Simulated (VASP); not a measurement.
## Mo: relaxation of cell and atoms with PBEsol

The system is Mo.

```
CELL_PARAMETERS angstrom
-1.56465 1.56465 1.56465
1.56465 -1.56465 1.56465
1.56465 1.56465 -1.56465
ATOMIC_POSITIONS crystal
Mo 0.00000 0.00000 0.00000
```

```yaml
Program: VASP 6.6.1
Task: relaxation of cell and atoms
Functional: PBEsol
Potentials_or_basis: VASP PAW PBE potentials, release 64 (Mo_sv)
Cutoff: 500 eV
k_mesh: 20 × 20 × 20
Occupations: fermi-dirac, width 0.15 eV
Spin: no spin polarisation
Dipole_correction: no
Further_INCAR_settings: ALGO = Normal; EDIFF = 1e-07; IBRION = 2; EDIFFG = -0.001; NSW = 80; ISIF = 3
```

- Relaxed volume: 15.37 Å³/atom
- Relaxed cell: a = 2.713 Å, b = 2.713 Å, c = 2.713 Å, α = 109.47°, β = 109.47°, γ = 109.47°
- Space group after relaxing (to 0.1 Å): Im-3m (No. 229)
- Energy gained by relaxing: 0.1 meV/atom
- Ionic steps: 3
- Pressure after relaxing: 0.0 GPa
- Band gap on the k mesh: zero (bands 7 and 8 overlap by 5.51 eV)

The path:
```csv
step,energy change (eV),largest force (eV/Å),pressure (GPa),volume (Å³)
1,0.0000,0.0000,0.81,15.32
2,0.0008,0.0000,-2.28,15.49
3,-0.0001,0.0000,0.00,15.37
```

Final structure:
```xyz
1
Lattice="-1.5662 1.5662 1.5662 1.5662 -1.5662 1.5662 1.5662 1.5662 -1.5662" Properties=species:S:1:pos:R:3 pbc="T T T"
Mo    0.0000    0.0000    0.0000
```

Levels at points of the mesh, in eV from the Fermi level:
| k point | band 5 | band 6 | band 7 | band 8 | band 9 | band 10 |
| --- | --- | --- | --- | --- | --- | --- |
| (0.00, 0.00, 0.00) | -7.33 | -1.39 | -1.39 | -1.39 | 1.69 | 1.69 |
| (0.50, 0.00, 0.00) | -5.44 | -3.48 | 1.68 | 1.74 | 2.38 | 4.92 |
| (0.50, 0.50, 0.50) | -5.59 | -5.59 | 4.13 | 4.13 | 4.13 | 9.17 |

It took 50 s on 1 thread of AMD EPYC 7R13 Processor (Zen 3) (shared host), peak memory 0.13 GiB.

Caveat: the PAW data sets were made with another functional, which shifts forces and pressure a little.
